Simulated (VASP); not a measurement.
# V (Im-3m) in VASP: a series of runs, part 2 of 2

VASP 6.6.1. Earlier steps stand in the parts before.

## 4. Single point, PBE

Contents of INCAR:

```
SYSTEM = V
PREC = Accurate
ENCUT = 520
EDIFF = 1E-6
ISMEAR = -1
SIGMA = 1.0
LREAL = .FALSE.
LASPH = .TRUE.
NELM = 60
ALGO = Normal
ISIF = 2
LWAVE = .FALSE.
LCHARG = .TRUE.
GGA = PE
LELF = .TRUE.
LVHAR = .TRUE.
NBANDS = 12
```

Contents of KPOINTS:

```
regular mesh
0
G
  15 15 15
  0 0 0
```

Contents of POSCAR:

```
V
1.0
   -1.4991761207      1.4991761207      1.4991761207
    1.4991761207     -1.4991761207      1.4991761207
    1.4991761207      1.4991761207     -1.4991761207
V
1
Direct
    0.0000000000      0.0000000000      0.0000000000
```

Potentials or basis: VASP PAW PBE potentials, release 64 (V_sv).

Started as:

```console
cat potpaw_PBE.64/V_sv/POTCAR > POTCAR
mpirun -np 1 vasp_std > vasp.out
```

OUTCAR:

```text
SYSTEM = V
   PREC = Accurate
   ENCUT = 520
   EDIFF = 1E-6
   ISMEAR = -1
   LREAL = .FALSE.
   LASPH = .TRUE.
   NELM = 60
   ISIF = 2
   GGA = PE

 ion  position               nearest neighbor table
   1  0.000  0.000  0.000-

  LATTYP: Found a body centered cubic cell.
 ALAT       =     2.9983522414

  Lattice vectors:

 A1 = (  -1.4991761207,   1.4991761207,   1.4991761207)
 A2 = (   1.4991761207,  -1.4991761207,   1.4991761207)
 A3 = (   1.4991761207,   1.4991761207,  -1.4991761207)

Analysis of symmetry for initial positions (statically):
=====================================================================
 Subroutine PRICEL returns:
 Original cell was already a primitive cell.

 Routine SETGRP: Setting up the symmetry group for a
 body centered cubic supercell.

 Subroutine GETGRP returns: Found 48 space group operations
 (whereof 48 operations were pure point group operations)
 out of a pool of 48 trial point group operations.

The static configuration has the point symmetry O_h .

Analysis of symmetry for dynamics (positions and initial velocities):
[... 156 lines left out ...]
 E-fermi :  10.2258     XC(G=0): -12.8551

 val. band max:       10.2151429957   @ k =  -0.4000   0.4000   0.2000
 cond. band min:      10.2395850861   @ k =   0.4000   0.1333   0.0667
 fundamental gap:      0.0244420904
 Fermi energy:        10.2258192087

 k-point     1 :       0.0000    0.0000    0.0000
  band No.  band energies     occupation
      1     -53.5167      2.00000
      2     -26.8407      2.00000
      3     -26.8407      2.00000
      4     -26.8407      2.00000
      5       3.1380      1.99833
      6      10.4455      0.89061
      7      10.4455      0.89061
      8      10.4455      0.89061
      9      12.4891      0.18842
     10      12.4891      0.18842
     11      30.1545      0.00000
     12      30.1545      0.00000
[... 331 lines left out ...]
 k-point    24 :       0.4000    0.2000    0.0000
  band No.  band energies     occupation
      1     -53.2985      2.00000
      2     -27.6496      2.00000
      3     -27.2607      2.00000
      4     -26.9328      2.00000
      5       7.5761      1.86799
      6       8.8891      1.58390
      7       9.7887      1.21515
      8      12.4382      0.19729
      9      13.0836      0.10856
     10      16.3858      0.00422
     11      19.9929      0.00011
     12      23.2133      0.00000

 [... further k-points ...]
[... 5 lines left out ...]
  --------------------------------------------------------------------------------------
  -------------------------------------------------------------------------------------
  Total        2.3249066      2.3249066      2.3249066     -0.0000000      0.0000000     -0.0000000
  in kB      276.3746085    276.3746085    276.3746085     -0.0000000      0.0000000     -0.0000000
  external PRESSURE =     276.3746085 kB  Pullay stress =       0.0000000 kB

 VOLUME and BASIS-vectors are now :
 -----------------------------------------------------------------------------
  energy-cutoff  :      520.00
  volume of cell :       13.48
      direct lattice vectors                 reciprocal lattice vectors
    -1.499176121  1.499176121  1.499176121     0.000000000  0.333516518  0.333516518
     1.499176121 -1.499176121  1.499176121     0.333516518  0.000000000  0.333516518
     1.499176121  1.499176121 -1.499176121     0.333516518  0.333516518  0.000000000

 POSITION                                       TOTAL-FORCE (eV/Angst)
 -----------------------------------------------------------------------------------
      0.00000      0.00000      0.00000         0.000000      0.000000      0.000000
 -----------------------------------------------------------------------------------
    total drift:                                0.000000     -0.000000      0.000000

  FREE ENERGIE OF THE ION-ELECTRON SYSTEM (eV)
  ---------------------------------------------------
  free  energy   TOTEN  =       -11.1933454091 eV

  energy  without entropy=       -7.0338686665  energy(sigma->0) =       -9.11360704
```

OSZICAR:

```text
N       E                     dE             d eps       ncg     rms          rms(c)
DAV:   1     0.922708913435E+02    0.92271E+02   -0.71295E+03  2888   0.119E+03
DAV:   2    -0.108245981441E+02   -0.10310E+03   -0.99646E+02  2936   0.334E+02
DAV:   3    -0.121687651837E+02   -0.13442E+01   -0.13404E+01  3188   0.447E+01
DAV:   4    -0.121755253922E+02   -0.67602E-02   -0.67601E-02  3088   0.336E+00
DAV:   5    -0.121756058017E+02   -0.80409E-04   -0.80408E-04  3136   0.347E-01    0.165E+01
DAV:   6    -0.112179044556E+02    0.95770E+00   -0.23711E+00  2992   0.245E+01    0.216E+00
DAV:   7    -0.112011566776E+02    0.16748E-01   -0.18922E-02  2980   0.183E+00    0.133E+00
DAV:   8    -0.111933289502E+02    0.78277E-02   -0.41979E-03  3100   0.964E-01    0.673E-02
DAV:   9    -0.111933401499E+02   -0.11200E-04   -0.10525E-04  2932   0.140E-01    0.225E-02
DAV:  10    -0.111933446619E+02   -0.45121E-05   -0.66943E-06  3072   0.313E-02    0.295E-03
DAV:  11    -0.111933454091E+02   -0.74716E-06   -0.35464E-07  1628   0.985E-03
   1 F= -.11193345E+02 E0= -.91136070E+01  d E =-.415948E+01
```

stdout:

```text
POSCAR found type information on POSCAR V
 POSCAR found :  1 types and       1 ions
 scaLAPACK will be used
 LDA part: xc-table for (Slater+PW92), standard interpolation
 POSCAR, INCAR and KPOINTS ok, starting setup
 FFT: planning ... GRIDC
 FFT: planning ... GRID_SOFT
 FFT: planning ... GRID
 WAVECAR not read
 entering main loop
```

Run time: 16 s. Hardware: 1 thread of Intel Xeon 8259CL, shared host; peak memory 0.14 GiB.

What came out:

```
Free energy : -11.1933 eV
Pressure    : 27.6 GPa
```

## 5. Summary

```tsv
k mesh	smearing	gap on the mesh (eV)	pressure (GPa)
21 × 21 × 21	fermi-dirac 0.1 eV	none	0.3
15 × 15 × 15	fermi-dirac 0.6 eV	none	11.1
15 × 15 × 15	fermi-dirac 1 eV	none	27.6
```

Alike in all rows: task single point; level PBE; potentials or basis VASP PAW PBE potentials, release 64 (V_sv); no spin polarisation; cell as given; cutoff (eV) 520.

Every run on the cell as given and a fine mesh finds a metal.

Absolute energies hang on the potentials; compare differences alone.
